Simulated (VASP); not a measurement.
BaTiO3: single point with PBE+U

Crystal: BaTiO3.

```
CELL_PARAMETERS angstrom
3.80781 0.00000 0.00000
0.00000 2.72962 2.81377
0.00000 -2.72962 2.81377
ATOMIC_POSITIONS crystal
Ba 0.00000 0.00808 0.00808
Ti 0.50000 0.51971 0.51971
O 0.00000 0.49163 0.49163
O 0.50000 0.49381 0.98300
O 0.50000 0.98300 0.49381
```

This cell differs from its parent crystal: strain -0.050 along x and y, -0.025 along z.

```yaml
Program: VASP 6.6.1
Task: single point
Functional: PBE
Potentials_or_basis: VASP PAW PBE potentials, release 64 (Ba_sv, Ti_sv, O)
Cutoff: 520 eV
k_mesh: 6 × 6 × 6
Occupations: gaussian, width 0.05 eV
Spin: no spin polarisation
Hubbard_terms: Ti d U = 4.0 eV
```

- Pressure: 32.2 GPa
- Largest force: 1.841 eV/Å
- Band gap on the k mesh: 2.76 eV, indirect (least direct gap 3.02 eV)

Forces in eV/Å, atoms in the order of the input:
```
Ba   0.000  0.000 -0.176
Ti   0.000  0.000 -1.841
O    0.000  0.000 -0.196
O    0.000 -1.179  1.107
O    0.000  1.179  1.107
```

Stress tensor (GPa, compression positive):
```
34.87  0.00  0.00
 0.00 35.29  0.00
 0.00  0.00 26.42
```

Levels at points of the mesh, in eV from the valence-band top:
```tsv
k point	band 16	band 17	band 18	band 19	band 20	band 21	band 22	band 23	band 24	band 25
(0.00, 0.00, 0.00)	-1.44	-1.26	-0.48	-0.40	-0.27	2.76	3.00	3.07	4.89	4.97
(0.50, 0.00, 0.00)	-2.38	-1.84	-1.77	-1.26	-0.95	3.21	4.72	4.84	4.93	6.83
(0.00, 0.50, 0.00)	-2.15	-1.87	-1.73	-0.95	-0.83	3.11	4.64	4.64	5.01	6.96
(0.50, 0.50, 0.00)	-3.04	-1.78	-0.84	-0.82	-0.11	4.68	4.83	5.15	5.55	8.31
(0.00, 0.50, 0.50)	-2.89	-1.72	-1.03	-0.85	-0.29	4.61	4.73	4.99	6.01	8.19
(0.50, 0.50, 0.50)	-2.25	-2.14	-0.20	-0.03	0.00	5.34	5.41	5.49	6.81	7.06
```

Eigenvalues of the final occupation matrices:
```
    site  spin  trace               eigenvalues
site 2 d     1   0.89  0.12 0.12 0.12 0.27 0.27
site 2 d     2   0.89  0.12 0.12 0.12 0.27 0.27
```

Run time: 32 s on 1 thread of Intel(R) Xeon(R) 6975P-C (Granite Rapids), on a shared host, peak memory 0.22 GiB.

Caveat: the cell differs from its parent crystal (strain -0.050 along x and y, -0.025 along z); spin-orbit coupling is left out, which moves the levels of the heavy elements; forces of over 1 eV/Å act on the atoms, so gaps and moduli don't describe the material at rest. A k mesh can miss the band edges.
